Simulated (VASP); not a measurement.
SrCl2:

```
CELL_PARAMETERS angstrom
2.50512 1.44633 4.01532
-2.50512 1.44633 4.01532
0.00000 -2.89266 4.01532
ATOMIC_POSITIONS crystal
Sr 0.00000 0.00000 0.00000
Cl 0.25103 0.25103 0.25103
Cl 0.74897 0.74897 0.74897
```

This cell differs from its parent crystal: biaxial xy strain +2.0%.

Base run:

| Quantity | Value |
| --- | --- |
| Program | VASP 6.6.1 |
| Functional | r2SCAN |
| Potentials or basis | VASP PAW PBE potentials, release 64 (Sr_sv, Cl) |
| Cutoff | 520 eV |
| k mesh | 6 × 6 × 6 |
| Occupations | gaussian, width 0.01 eV |
| Spin | no spin polarisation |

Its results: band gap on the k mesh 5.86 eV (least direct gap 6.00 eV); pressure -0.7 GPa.

Problem. The run is repeated on the same cell with these changes: functional from r2SCAN to PBE; occupations from gaussian, width 0.01 eV to fermi-dirac, width 0.02 eV. What comes out?

Solution. Band gap on the k mesh 5.23 eV (least direct gap 5.52 eV); pressure 0.1 GPa.

Caveats: the PAW data sets were made with another functional, which shifts forces and pressure a little (at least some runs).

A k mesh can miss the band edges.
